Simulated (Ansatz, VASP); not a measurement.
**One calculation of Al, two programs**

```
CELL_PARAMETERS angstrom
0.00000 2.02398 2.02398
2.02398 0.00000 2.02398
2.02398 2.02398 0.00000
ATOMIC_POSITIONS crystal
Al 0.00000 0.00000 0.00000
```

Alike in both runs: task electric field gradients; functional r2SCAN; k mesh 17 × 17 × 17; occupations fermi-dirac, width 0.03 eV; no spin polarisation.

|  | VASP | Ansatz |
| --- | --- | --- |
| version | VASP 6.6.1 | Ansatz 0.2.0 |
| potentials or method | VASP PAW PBE potentials, release 64 (Al) | PAW with Ansatz's default frozen-core files, scalar-relativistic |
| plane-wave cutoff (eV) | 440 | 500 |
| valence electrons in the cell | 3 | 3 |

```tsv
	VASP	Ansatz	Ansatz less VASP
pressure (GPa)	-3.8	-3.5	+0.30
```

VASP's potentials were made for PBE, not for r2SCAN.
